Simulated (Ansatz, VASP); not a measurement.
## Two plane-wave programs on SiO2

The input INCAR:

```
SYSTEM = SiO2
PREC     = Accurate       ! precision mode
ENCUT    = 520            ! plane-wave cutoff, eV
EDIFF    = 1E-8           ! SCF threshold, eV
ISMEAR   = -1             ! smearing method
SIGMA    = 0.02           ! smearing width, eV
LREAL    = Auto         
LASPH    = .TRUE.         ! aspherical terms in the spheres
NELM     = 100            ! most SCF steps
ALGO     = Normal         ! electronic algorithm
ISIF     = 2              ! what is computed and relaxed
LWAVE    = .FALSE.        ! write WAVECAR
LCHARG   = .FALSE.        ! write CHGCAR
GGA      = PE             ! functional
LEFG     = .TRUE.       
NBANDS   = 120            ! bands
```

Contents of KPOINTS:

```
regular mesh
0
G
  4 4 3
  0 0 0
```

The input POSCAR:

```
SiO2
1.0
    7.4462000000      0.0000000000      0.0000000000
    0.0000000000      7.4462000000      0.0000000000
    0.0000000000      0.0000000000      8.5838000000
Si O
12 24
Direct
    0.3282300000      0.1188600000      0.2490000000
    0.3811400000      0.8282300000      0.9990000000
    0.6717700000      0.8811400000      0.7490000000
    0.6188600000      0.1717700000      0.4990000000
    0.8282300000      0.3811400000      0.0010000000
    0.8811400000      0.6717700000      0.2510000000
    0.1717700000      0.6188600000      0.5010000000
    0.1188600000      0.3282300000      0.7510000000
    0.4102000000      0.4102000000      0.0000000000
    0.0898000000      0.9102000000      0.7500000000
    0.5898000000      0.5898000000      0.5000000000
    0.9102000000      0.0898000000      0.2500000000
    0.4488000000      0.1266000000      0.4014000000
    0.3734000000      0.9488000000      0.1514000000
    0.5512000000      0.8734000000      0.9014000000
    0.6266000000      0.0512000000      0.6514000000
    0.9488000000      0.3734000000      0.8486000000
    0.8734000000      0.5512000000      0.0986000000
    0.0512000000      0.6266000000      0.3486000000
    0.1266000000      0.4488000000      0.5986000000
    0.1156000000      0.1222000000      0.3065800000
    0.3778000000      0.6156000000      0.0565800000
    0.8844000000      0.8778000000      0.8065800000
    0.6222000000      0.3844000000      0.5565800000
    0.6156000000      0.3778000000      0.9434200000
    0.8778000000      0.8844000000      0.1934200000
    0.3844000000      0.6222000000      0.4434200000
    0.1222000000      0.1156000000      0.6934200000
    0.3593000000      0.3017000000      0.1526000000
    0.1983000000      0.8593000000      0.9026000000
    0.6407000000      0.6983000000      0.6526000000
    0.8017000000      0.1407000000      0.4026000000
    0.8593000000      0.1983000000      0.0974000000
    0.6983000000      0.6407000000      0.3474000000
    0.1407000000      0.8017000000      0.5974000000
    0.3017000000      0.3593000000      0.8474000000
```

Input for Ansatz:

```yaml
crystal:
  lattice:
    - [7.4462, 0.0, 0.0]
    - [0.0, 7.4462, 0.0]
    - [0.0, 0.0, 8.5838]
  atoms:
    - { symbol: Si, position: [0.32823, 0.11886, 0.249] }
    - { symbol: Si, position: [0.38114, 0.82823, 0.999] }
    - { symbol: Si, position: [0.67177, 0.88114, 0.749] }
    - { symbol: Si, position: [0.61886, 0.17177, 0.499] }
    - { symbol: Si, position: [0.82823, 0.38114, 0.001] }
    - { symbol: Si, position: [0.88114, 0.67177, 0.251] }
    - { symbol: Si, position: [0.17177, 0.61886, 0.501] }
    - { symbol: Si, position: [0.11886, 0.32823, 0.751] }
    - { symbol: Si, position: [0.4102, 0.4102, 0.0] }
    - { symbol: Si, position: [0.0898, 0.9102, 0.75] }
    - { symbol: Si, position: [0.5898, 0.5898, 0.5] }
    - { symbol: Si, position: [0.9102, 0.0898, 0.25] }
    - { symbol: O, position: [0.4488, 0.1266, 0.4014] }
    - { symbol: O, position: [0.3734, 0.9488, 0.1514] }
    - { symbol: O, position: [0.5512, 0.8734, 0.9014] }
    - { symbol: O, position: [0.6266, 0.0512, 0.6514] }
    - { symbol: O, position: [0.9488, 0.3734, 0.8486] }
    - { symbol: O, position: [0.8734, 0.5512, 0.0986] }
    - { symbol: O, position: [0.0512, 0.6266, 0.3486] }
    - { symbol: O, position: [0.1266, 0.4488, 0.5986] }
    - { symbol: O, position: [0.1156, 0.1222, 0.30658] }
    - { symbol: O, position: [0.3778, 0.6156, 0.05658] }
    - { symbol: O, position: [0.8844, 0.8778, 0.80658] }
    - { symbol: O, position: [0.6222, 0.3844, 0.55658] }
    - { symbol: O, position: [0.6156, 0.3778, 0.94342] }
    - { symbol: O, position: [0.8778, 0.8844, 0.19342] }
    - { symbol: O, position: [0.3844, 0.6222, 0.44342] }
    - { symbol: O, position: [0.1222, 0.1156, 0.69342] }
    - { symbol: O, position: [0.3593, 0.3017, 0.1526] }
    - { symbol: O, position: [0.1983, 0.8593, 0.9026] }
    - { symbol: O, position: [0.6407, 0.6983, 0.6526] }
    - { symbol: O, position: [0.8017, 0.1407, 0.4026] }
    - { symbol: O, position: [0.8593, 0.1983, 0.0974] }
    - { symbol: O, position: [0.6983, 0.6407, 0.3474] }
    - { symbol: O, position: [0.1407, 0.8017, 0.5974] }
    - { symbol: O, position: [0.3017, 0.3593, 0.8474] }
kpoints:
  mp_grid: { grid: [4, 4, 3] }
scf:
  occupations: { method: fermi_dirac, width: 0.02 }
hamiltonian:
  xc: pbe
  pseudopotentials: { kind: paw }
output:
  forces: true
  stress: true
  populations: true
  efg: { quadrupole_moments_barn: { O: -0.02558 }, contact_densities: true }
```

Alike in both runs: task electric field gradients; functional PBE; k mesh 4 × 4 × 3; occupations fermi-dirac, width 0.02 eV; no spin polarisation.

|  | VASP | Ansatz |
| --- | --- | --- |
| version | VASP 6.6.1 | Ansatz 0.2.0 |
| potentials or method | VASP PAW PBE potentials, release 64 (Si, O) | plane-wave PAW, scalar-relativistic |
| plane-wave cutoff (eV) | 520 | 420 |
| valence electrons in the cell | 192 | 192 |

Ansatz gave:

- gap on the k mesh at the Fermi level (eV): 5.64
- pressure (GPa): 8.7
- traceless stress, the component that is largest in VASP (GPa): 3.14
- rms of the force components (eV/Å): 1.092
- size of Vzz on the site where it differs most (V/Å²): 89.9

Which values does VASP return?

gap on the k mesh at the Fermi level (eV): 5.64; pressure (GPa): 8.9; traceless stress, the component that is largest in VASP (GPa): 3.11; rms of the force components (eV/Å): 1.098; size of Vzz on the site where it differs most (V/Å²): 84.4.

Atom by atom the forces differ by 0.018 eV/Å (rms over components).
